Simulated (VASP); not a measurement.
# Zn (Fd-3m) in VASP: a series of runs, part 2 of 2

VASP 6.6.1.

## (4) Relaxation of cell and atoms, PBE, target pressure 30 GPa, at which the enthalpy is minimised

INCAR reads:

```
SYSTEM = Zn
ALGO = Normal ; EDIFF = 1E-6
EDIFFG = -0.02 ; ENCUT = 600
GGA = PE ; IBRION = 2
ISIF = 3 ; ISMEAR = -1
LASPH = .TRUE. ; LCHARG = .FALSE.
LREAL = .FALSE. ; LWAVE = .FALSE.
NELM = 80 ; NSW = 80
PREC = Accurate ; PSTRESS = 300.0
SIGMA = 0.1
```

KPOINTS reads:

```
k-points
0
G
  7 7 7
  0 0 0
```

POSCAR reads:

```
Zn
1.0
    0.0000000000      2.7100000000      2.7100000000
    2.7100000000      0.0000000000      2.7100000000
    2.7100000000      2.7100000000      0.0000000000
Zn
2
Direct
    0.0000000000      0.0000000000      0.0000000000
    0.2500000000      0.2500000000      0.2500000000
```

Potentials or basis: VASP PAW PBE potentials, release 64 (Zn).

Run with:

```sh
> cat potpaw_PBE.64/Zn/POTCAR > POTCAR
> mpirun -np 1 vasp_std > vasp.out
```

OUTCAR:

```text
SYSTEM = Zn
   EDIFF = 1E-6
   EDIFFG = -0.02
   ENCUT = 600
   GGA = PE
   IBRION = 2
   ISIF = 3
   ISMEAR = -1
   LASPH = .TRUE.
   LREAL = .FALSE.
   NELM = 80
   NSW = 80
   PREC = Accurate
   PSTRESS = 300.0

 ion  position               nearest neighbor table
   1  0.000  0.000  0.000-   2 2.35   2 2.35   2 2.35   2 2.35
   2  0.250  0.250  0.250-   1 2.35   1 2.35   1 2.35   1 2.35

  LATTYP: Found a face centered cubic cell.
 ALAT       =     5.4200000000

  Lattice vectors:

 A1 = (   0.0000000000,   2.7100000000,   2.7100000000)
 A2 = (   2.7100000000,   0.0000000000,   2.7100000000)
 A3 = (   2.7100000000,   2.7100000000,   0.0000000000)

Analysis of symmetry for initial positions (statically):
=====================================================================
 Subroutine PRICEL returns:
 Original cell was already a primitive cell.

 Routine SETGRP: Setting up the symmetry group for a
 face centered cubic supercell.

 Subroutine GETGRP returns: Found 48 space group operations
 (whereof 24 operations were pure point group operations)
 out of a pool of 48 trial point group operations.

The static configuration has the point symmetry T_d .
 The point group associated with its full space group is O_h .

Analysis of symmetry for dynamics (positions and initial velocities):
=====================================================================
 Subroutine PRICEL returns:
 Original cell was already a primitive cell.

 Routine SETGRP: Setting up the symmetry group for a
 face centered cubic supercell.

 Subroutine GETGRP returns: Found 48 space group operations
 (whereof 24 operations were pure point group operations)
 out of a pool of 48 trial point group operations.

The dynamic configuration has the point symmetry T_d .
 The point group associated with its full space group is O_h .

 Subroutine INISYM returns: Found 48 space group operations
 (whereof 24 operations are pure point group operations),
 and found     1 'primitive' translations

----------------------------------------------------------------------------------------

                                     Primitive cell

  volume of cell :      39.8050

  direct lattice vectors                    reciprocal lattice vectors
     0.000000000  2.710000000  2.710000000    -0.184501845  0.184501845  0.184501845
     2.710000000  0.000000000  2.710000000     0.184501845 -0.184501845  0.184501845
[... 88 lines left out ...]
   POTIM  = 0.5000    time-step for ionic-motion
   TEBEG  =    0.0;   TEEND  =   0.0 temperature during run
   PSTRESS=  300.0 pullay stress
   NELECT =      24.0000    total number of electrons
   NUPDOWN=      -1.0000    fix difference up-down
   EMIN   =  10.00;   EMAX   =-10.00  energy-range for DOS
   EFERMI =   0.00;   METHOD = LEGACY
   ISMEAR =    -1;   SIGMA  =   0.10  broadening in eV -4-tet -1-fermi 0-gaus
   EFERMI_NEDOS =   21; number of points for ismear=-14 and -15
   IALGO  =     38    algorithm
   IMIX   =      4    mixing-type and parameters
     AMIX     =   0.40;   BMIX     =  1.00
     AMIX_MAG =   1.60;   BMIX_MAG =  1.00
  volume/ion in A,a.u.               =      19.90       134.31
  Fermi-wavevector in a.u.,A,eV,Ry     =   1.383033  2.613554 26.024965  1.912781
  Thomas-Fermi vector in A             =   2.507669
   LORBIT       =      0    0 simple, 1 ext, 2 COOP (PROOUT), +10 PAW based schemes
   GGA     = PE    functional components
   LHFCALC =     F    Hartree Fock is set to
   AEXX    =    0.0000 exact exchange contribution
   IVDW    =     0    specifies the selected vdW correction
   LEPSILON=     F    determine dielectric tensor
   LRPA    =     F    only Hartree local field effects (RPA)
 conjugate gradient relaxation of ions
 non-spin polarized calculation
  energy-cutoff  :      600.00
  volume of cell :       39.81
 maximum number of plane-waves:      1363
   NGX = 15   NGY = 15   NGZ = 15

--------------------------------------- Ionic step        1  -------------------------------------------

 number of electron      24.0000005 magnetization

 Free energy of the ion-electron system (eV)
  ---------------------------------------------------
  ext. energy  EPLUGINS =         0.00000000
  ---------------------------------------------------
  free energy    TOTEN  =        -1.03649561 eV

  energy without entropy =       -1.00798009  energy(sigma->0) =       -1.02223785

 E-fermi :   1.2791     XC(G=0):  -9.9366

 val. band max:        1.2056505225   @ k =  -0.4286   0.4286   0.0000
 cond. band min:       1.3331106548   @ k =   0.4286   0.2857   0.1429
 fundamental gap:      0.1274601323
 Fermi energy:         1.2790797129

 k-point     1 :       0.0000    0.0000    0.0000
  band No.  band energies     occupation
      1      -7.4078      2.00000
      2      -6.7739      2.00000
      3      -6.7739      2.00000
      4      -6.7739      2.00000
      5      -6.7280      2.00000
      6      -6.7280      2.00000
[... 596 lines left out ...]
--------------------------------------- Ionic step        7  -------------------------------------------

 number of electron      23.9999983 magnetization

 Free energy of the ion-electron system (eV)
  ---------------------------------------------------
  ext. energy  EPLUGINS =         0.00000000
  ---------------------------------------------------
  free energy    TOTEN  =        -0.25752627 eV

  energy without entropy =       -0.23831428  energy(sigma->0) =       -0.24792027

 E-fermi :   2.3186     XC(G=0): -10.8463

 val. band max:        2.3077604952   @ k =  -0.4286   0.4286   0.1429
 cond. band min:       2.6689190345   @ k =   0.4286   0.2857   0.1429
 fundamental gap:      0.3611585393
 Fermi energy:         2.3185916825

 k-point     1 :       0.0000    0.0000    0.0000
  band No.  band energies     occupation
      1      -7.4983      2.00000
      2      -6.3247      2.00000
      3      -6.3247      2.00000
      4      -6.3247      2.00000
      5      -6.2832      2.00000
      6      -6.2832      2.00000
[... 402 lines left out ...]
  energy  without entropy=       -0.2383142755  energy(sigma->0) =       -0.24792027

  enthalpy is  TOTEN    =         5.9430903316 eV   P V=        6.2006166015

 reached required accuracy - stopping structural energy minimisation
```

OSZICAR:

```text
N       E                     dE             d eps       ncg     rms          rms(c)
DAV:   1     0.106206269644E+03    0.10621E+03   -0.13873E+04   640   0.240E+03
DAV:   2     0.237976296885E+01   -0.10383E+03   -0.10277E+03   656   0.314E+02
DAV:   3    -0.119154279522E+01   -0.35713E+01   -0.35665E+01   768   0.693E+01
[... 56 lines left out ...]
DAV:   1    -0.261254852296E+00    0.16224E-01   -0.42243E-02   696   0.413E+00    0.430E-01
DAV:   2    -0.257953153812E+00    0.33017E-02   -0.13169E-02   712   0.262E+00    0.138E-01
DAV:   3    -0.257650193791E+00    0.30296E-03   -0.19472E-04   696   0.210E-01    0.742E-02
DAV:   4    -0.257526488524E+00    0.12371E-03   -0.28465E-05   936   0.939E-02    0.428E-03
DAV:   5    -0.257526269914E+00    0.21861E-06   -0.47149E-06   616   0.210E-02
   7 F= 0.59430903E+01 E0= 0.59526963E+01  d E =-.702538E-04
```

CONTCAR:

```text
Zn
   1.00000000000000
     0.0000000000000000    2.5487744421264504    2.5487744421264504
     2.5487744421264504    0.0000000000000000    2.5487744421264504
     2.5487744421264504    2.5487744421264504   -0.0000000000000000
  Zn
     2
Direct
     0.0000000000000000    0.0000000000000000    0.0000000000000000
     0.2500000000000000    0.2500000000000000    0.2500000000000000

  0.00000000E+00  0.00000000E+00  0.00000000E+00
  0.00000000E+00  0.00000000E+00  0.00000000E+00
```

Run time: 51 s. Hardware: 1 thread of Intel Xeon 6975P-C, shared host; peak memory 0.19 GiB.

What came out:

| Quantity | Value |
| --- | --- |
| Free energy | -0.2575 eV |
| Relaxed volume | 16.56 Å³/atom |
| Relaxed cell | a = 3.605 Å, b = 3.605 Å, c = 3.605 Å, α = 60.00°, β = 60.00°, γ = 60.00° |
| Space group after relaxing (to 0.05 Å) | Fd-3m (No. 227) |
| Energy change on relaxing (the enthalpy is what falls) | +389.5 meV/atom |
| Ionic steps | 7 |
| Pressure after relaxing | 30.1 GPa |
| Band gap on the k mesh | zero (band 12 reaches 9.62 eV, above the bottom of band 13 at 1.03 eV) |

Step by step:
| step | energy change (eV) | largest force (eV/Å) | pressure (GPa) | volume (Å³) |
| --- | --- | --- | --- | --- |
| 1 | 0.0000 | 0.0000 | 10.37 | 39.81 |
| 2 | 2.4997 | 0.0000 | 71.46 | 27.34 |
| 3 | 0.7355 | 0.0000 | 29.02 | 33.35 |
| 4 | 0.7683 | 0.0000 | 29.75 | 33.17 |
| 5 | 0.7916 | 0.0000 | 30.39 | 33.05 |
| 6 | 0.7590 | 0.0000 | 29.55 | 33.22 |
| 7 | 0.7790 | 0.0000 | 30.08 | 33.11 |

Final structure:
```
CELL_PARAMETERS angstrom
0.00000 2.54877 2.54877
2.54877 0.00000 2.54877
2.54877 2.54877 0.00000
ATOMIC_POSITIONS crystal
Zn 0.00000 0.00000 0.00000
Zn 0.25000 0.25000 0.25000
```

Levels at points of the mesh, in eV from the Fermi level:
```tsv
k point	band 8	band 9	band 10	band 11	band 12	band 13	band 14	band 15	band 16
(0.00, 0.00, 0.00)	-7.54	-7.54	-7.06	-7.06	7.30	7.30	7.30	8.52	8.52
```

Caveat: the cell is relaxed towards a set pressure, so the enthalpy falls and the energy may rise; the volume moved by over 15 % at a fixed basis, so the end points are rough.

## (5) Overview

```tsv
cell	gap on the mesh (eV)	pressure (GPa)
relaxed to 10 GPa	none	9.9
relaxed to 20 GPa	none	19.8
relaxed to 30 GPa	none	30.1
```

Alike in all rows: task relaxation of cell and atoms; level PBE; potentials or basis VASP PAW PBE potentials, release 64 (Zn); no spin polarisation; k mesh 7 × 7 × 7; cutoff (eV) 600; smearing fermi-dirac 0.1 eV.

Caveats: the cell is relaxed towards a set pressure, so the enthalpy falls and the energy may rise; the volume moved by over 15 % at a fixed basis, so the end points are rough (some runs).

Total energies depend on the potentials used, so only differences within one code and one set of settings carry meaning.
